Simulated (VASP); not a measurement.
# NaRu12 (a cell with a defect) in VASP: a series of runs, part 2 of 2

VASP 6.6.1. The steps go on from the part before.

### 3 Single point, PBE+D3(BJ)

Input file INCAR:

```
ALGO = Normal
EDIFF = 1E-7
ENCUT = 520
GGA = PE
ISIF = 2
ISMEAR = 0
IVDW = 12
LASPH = T
LCHARG = T
LELF = T
LREAL = F
LVHAR = T
LWAVE = F
NBANDS = 100
NELM = 60
PREC = Accurate
SIGMA = 0.15
```

Input file KPOINTS:

```
k-points
0
Gamma
  4 3 4
```

Input file POSCAR:

```
NaRu12
1.0
    5.4000000000      0.0000000000      0.0000000000
   -4.0500000000      7.0148060000      0.0000000000
    0.0000000000      0.0000000000      4.2768000000
Ru Na
12 1
Direct
    0.0312551198     -0.0153020625     -0.0081416012
    0.1787039254      0.2261857277      0.5189188178
    0.0853705836      0.4101647287     -0.0345204358
    0.1816618481      0.5700740690      0.4798131781
   -0.0386173045      0.6560063101      0.0112876450
    0.1498627582      0.8796849122      0.4923746727
    0.4159592195     -0.0727965962     -0.0193628414
    0.6563678473      0.2215988582      0.5430630378
    0.5002397560      0.3249228845      0.0188437617
    0.6546729946      0.5452244866      0.5054169005
    0.5353200778      0.6768954124      0.0149581463
    0.6757443686      0.8868996520      0.5127649177
    0.8125863615      0.1405358894      1.0837656659
```

Potentials or basis: VASP PAW PBE potentials, release 64 (Ru_pv, Na_pv).

On the command line:

```bash
> cat potpaw_PBE.64/Ru_pv/POTCAR potpaw_PBE.64/Na_pv/POTCAR > POTCAR
> mpirun -np 1 vasp_std > vasp.out
```

OUTCAR:

```text
EDIFF = 1E-7
   ENCUT = 520
   GGA = PE
   ISIF = 2
   ISMEAR = 0
   IVDW = 12
   LASPH = T
   LREAL = F
   NELM = 60
   PREC = Accurate
 IVDW          = 12

 ion  position               nearest neighbor table
   1  0.031  0.985  0.992-  13 2.15   7 2.35   5 2.50   6 2.50   6 2.50  11 2.59  12 2.64   2 2.64
                             9 2.65  12 2.78   2 2.83   7 3.12   3 3.31
   2  0.179  0.226  0.519-  13 2.55  10 2.58   8 2.60   9 2.61   9 2.62   3 2.62   1 2.64  12 2.73
                             6 2.73   4 2.78   8 2.80   1 2.83   3 2.97  13 2.98
   3  0.085  0.410  0.965-  13 1.99  11 2.32   4 2.36   5 2.41   4 2.47   2 2.62   9 2.66   8 2.72
                             9 2.89   2 2.97   8 3.20   1 3.31  10 3.34
   4  0.182  0.570  0.480-   3 2.36   3 2.47  11 2.59   5 2.60   6 2.60  12 2.62  10 2.66  10 2.75
                             2 2.78   5 2.81  11 2.83   8 2.84   7 3.30   7 3.30
   5  0.961  0.656  0.011-   7 2.34  11 2.39   3 2.41   1 2.50  10 2.56   6 2.59   9 2.59   4 2.60
                            10 2.60   6 2.72   4 2.81  11 3.02
   6  0.150  0.880  0.492-   7 2.45   1 2.50   1 2.50   7 2.54   5 2.59  12 2.59   4 2.60  10 2.69
                             5 2.72   2 2.73   8 2.76  12 2.81
   7  0.416  0.927  0.981-  13 2.02   5 2.34   1 2.35  11 2.42   6 2.45   6 2.54  12 2.56  12 2.78
                             8 2.79   9 3.02   1 3.12   8 3.17   4 3.30   4 3.30
   8  0.656  0.222  0.543-  13 2.36   9 2.50   2 2.60  10 2.63  13 2.65   9 2.67   3 2.72   6 2.76
                            12 2.77   7 2.79   2 2.80   4 2.84   7 3.17   3 3.20
   9  0.500  0.325  0.019-   8 2.50   5 2.59  10 2.59   2 2.61   2 2.62   1 2.65   3 2.66   8 2.67
                            10 2.69  11 2.76  13 2.77   3 2.89   7 3.02
  10  0.655  0.545  0.505-   5 2.56  11 2.58   2 2.58   9 2.59   5 2.60   8 2.63  11 2.64   4 2.66
                             9 2.69   6 2.69  12 2.71   4 2.75   3 3.34
  11  0.535  0.677  0.015-   3 2.32   5 2.39   7 2.42  10 2.58   4 2.59  12 2.59   1 2.59  12 2.61
                            10 2.64   9 2.76   4 2.83   5 3.02
  12  0.676  0.887  0.513-   7 2.56  13 2.57  11 2.59   6 2.59  11 2.61   4 2.62   1 2.64  10 2.71
                             2 2.73   8 2.77   7 2.78   1 2.78   6 2.81  13 3.04
  13  0.813  0.141  0.084-   3 1.99   7 2.02   1 2.15   8 2.36   2 2.55  12 2.57   8 2.65   9 2.77
                             2 2.98  12 3.04

  LATTYP: Found a simple monoclinic cell.
 ALAT       =     5.4000000000
 B/A-ratio  =     0.7920000000
 C/A-ratio  =     1.3228756972
 COS(beta)  =    -0.1889822305

  Lattice vectors:

 A1 = (   5.4000000000,   0.0000000000,   0.0000000000)
 A2 = (   0.0000000000,   0.0000000000,   4.2768000000)
 A3 = (  -1.3500000000,  -7.0148060000,   0.0000000000)

Analysis of symmetry for initial positions (statically):
=====================================================================
 Subroutine PRICEL returns:
 Original cell was already a primitive cell.

 Routine SETGRP: Setting up the symmetry group for a
 simple monoclinic supercell.

 Subroutine GETGRP returns: Found  1 space group operations
 (whereof  1 operations were pure point group operations)
 out of a pool of  4 trial point group operations.

The static configuration has the point symmetry C_1 .

Analysis of symmetry for dynamics (positions and initial velocities):
=====================================================================
 Subroutine PRICEL returns:
 Original cell was already a primitive cell.

 Routine SETGRP: Setting up the symmetry group for a
 simple monoclinic supercell.

 Subroutine GETGRP returns: Found  1 space group operations
 (whereof  1 operations were pure point group operations)
[... 117 lines left out ...]
   ICHARG =      2    charge: 1-file 2-atom 10-const
   ISPIN  =      1    spin polarized calculation?
   LNONCOLLINEAR =      F non collinear calculations
   LSORBIT =      F    spin-orbit coupling
   LASPH  =      T    aspherical Exc in radial PAW
   ENCUT  =  520.0 eV  38.22 Ry    6.18 a.u.  10.04 15.06  7.95*2*pi/ulx,y,z
   NELM   =     60;   NELMIN=  2; NELMDL= -5     # of ELM steps
   EDIFF  = 0.1E-06   stopping-criterion for ELM
   LREAL  =      F    real-space projection
   EDIFFG = 0.1E-05   stopping-criterion for IOM
   NSW    =      0    number of steps for IOM
   IBRION =     -1    ionic relax: 0-MD 1-quasi-New 2-CG
   NFREE  =      0    steps in history (QN), initial steepest desc. (CG)
   ISIF   =      2    stress and relaxation
   ISYM   =      2    0-nonsym 1-usesym 2-fastsym
   POTIM  = 0.5000    time-step for ionic-motion
   TEBEG  =    0.0;   TEEND  =   0.0 temperature during run
   PSTRESS=    0.0 pullay stress
   NELECT =     175.0000    total number of electrons
   NUPDOWN=      -1.0000    fix difference up-down
   EMIN   =  10.00;   EMAX   =-10.00  energy-range for DOS
   EFERMI =   0.00;   METHOD = LEGACY
   ISMEAR =     0;   SIGMA  =   0.15  broadening in eV -4-tet -1-fermi 0-gaus
   EFERMI_NEDOS =   21; number of points for ismear=-14 and -15
   IALGO  =     38    algorithm
   IMIX   =      4    mixing-type and parameters
     AMIX     =   0.40;   BMIX     =  1.00
     AMIX_MAG =   1.60;   BMIX_MAG =  1.00
  volume/ion in A,a.u.               =      12.46        84.10
  Fermi-wavevector in a.u.,A,eV,Ry     =   1.679750  3.174268 38.389669  2.821561
  Thomas-Fermi vector in A             =   2.763607
   LORBIT       =      0    0 simple, 1 ext, 2 COOP (PROOUT), +10 PAW based schemes
   GGA     = PE    functional components
   LHFCALC =     F    Hartree Fock is set to
   AEXX    =    0.0000 exact exchange contribution
   IVDW    =    12    specifies the selected vdW correction
   LEPSILON=     F    determine dielectric tensor
   LRPA    =     F    only Hartree local field effects (RPA)
 non-spin polarized calculation
 Gauss-broadening in eV      SIGMA  =   0.15
  energy-cutoff  :      520.00
  volume of cell :      162.00
 maximum number of plane-waves:      4388
   NGX = 21   NGY = 31   NGZ = 15

 number of electron     175.0000000 magnetization

 Free energy of the ion-electron system (eV)
  ---------------------------------------------------
  ext. energy  EPLUGINS =         0.00000000
  ---------------------------------------------------
  free energy    TOTEN  =       -99.66150899 eV

  energy without entropy =      -99.56120746  energy(sigma->0) =      -99.61135822

 E-fermi :  13.7081     XC(G=0): -14.3267

 val. band max:       13.7066734519   @ k =   0.5000   0.3333   0.5000
 cond. band min:      13.7312696416   @ k =   0.5000   0.0000   0.2500
 fundamental gap:      0.0245961897
 Fermi energy:        13.7081135535

 k-point     1 :       0.0000    0.0000    0.0000
  band No.  band energies     occupation
      1     -30.5103      2.00000
      2     -30.3765      2.00000
      3     -30.3220      2.00000
      4     -30.2462      2.00000
      5     -30.0853      2.00000
      6     -29.9194      2.00000
[... 2437 lines left out ...]
     98      15.1802      0.00000
     99      15.2267      0.00000

 [... further k-points ...]

 [bands above 99 left out]

------------------------ aborting loop because EDIFF is reached ----------------------------------------

 Edisp (eV)   -8.52100

 E8    (eV) :    -3.9060

  FORCE on cell =-STRESS in cart. coord.  units (eV):
  Direction    XX          YY          ZZ          XY          YZ          ZX
  --------------------------------------------------------------------------------------
  -------------------------------------------------------------------------------------
  Total      45.78340    49.32014    28.36508     5.69287    -0.49193    -0.92003
  in kB     452.78317   487.76038   280.52156    56.30067    -4.86502    -9.09883
  external pressure =      407.02 kB  Pullay stress =        0.00 kB

 VOLUME and BASIS-vectors are now :
 -----------------------------------------------------------------------------
  energy-cutoff  :      520.00
  volume of cell :      162.00
      direct lattice vectors                 reciprocal lattice vectors
     5.400000000  0.000000000  0.000000000     0.185185185  0.106916713  0.000000000
    -4.050000000  7.014806000  0.000000000     0.000000000  0.142555617  0.000000000
     0.000000000  0.000000000  4.276800000     0.000000000  0.000000000  0.233819678

 POSITION                                       TOTAL-FORCE (eV/Angst)
 -----------------------------------------------------------------------------------
     -3.81925      6.90747      4.24198        -0.061044     -0.014712     -0.309306
      0.04895      1.58665      2.21931         0.095742     -0.014221      0.167027
     -1.20017      2.87723      4.12916         0.032105      0.073533     -0.720125
     -1.32783      3.99896      2.05207        -0.028179     -0.057360     -0.456758
      2.53464      4.60176      0.04828         0.039148     -0.009780     -0.009744
     -2.75347      6.17082      2.10579         0.047181      0.016327     -0.287830
     -1.50899      6.50415      4.19399        -0.033225      0.005260     -0.507709
      2.64691      1.55447      2.32257        -0.065548      0.040509      0.566426
      1.38536      2.27927      0.08059        -0.025062     -0.011804      0.177636
      1.32708      3.82464      2.16157         0.004713      0.014572     -0.059404
      0.14930      4.74829      0.06397        -0.012188     -0.002012      0.048217
      0.05708      6.22143      2.19299         0.027388     -0.103126      0.055441
      3.81880      0.98583      0.35825        -0.021031      0.062815      1.336131
 -----------------------------------------------------------------------------------
    total drift:                                0.000095      0.000208      0.000689

  FREE ENERGIE OF THE ION-ELECTRON SYSTEM (eV)
  ---------------------------------------------------
  free  energy   TOTEN  =      -108.1825064907 eV

  energy  without entropy=     -108.0822049623  energy(sigma->0) =     -108.13235573
```

Wall time 23 min (1 thread of Intel Xeon 8259CL, shared host); peak memory 0.45 GiB.

What came out:

- Free energy: -108.1825 eV
- Pressure: 40.7 GPa
- Largest force: 1.338 eV/Å
- Band gap on the k mesh: zero (an odd number of electrons rules out a gap without spin polarisation)
- Dispersion energy per atom: -0.655 eV

Forces in eV/Å, atoms in the order of the input:
```
Ru  -0.061 -0.015 -0.309
Ru   0.096 -0.014  0.167
Ru   0.032  0.074 -0.720
Ru  -0.028 -0.057 -0.457
Ru   0.039 -0.010 -0.010
Ru   0.047  0.016 -0.288
Ru  -0.033  0.005 -0.508
Ru  -0.066  0.041  0.566
Ru  -0.025 -0.012  0.178
Ru   0.005  0.015 -0.059
Ru  -0.012 -0.002  0.048
Ru   0.027 -0.103  0.055
Na  -0.021  0.063  1.336
```

Caveat: the k points lie up to 0.37 Å⁻¹ apart, too coarse for converged energies and pressures of a metal; atoms lie so close that the PAW spheres overlap strongly, which falsifies energies and pressures.

The gap in the log of VASP goes by the Fermi energy; the results here count the filled bands.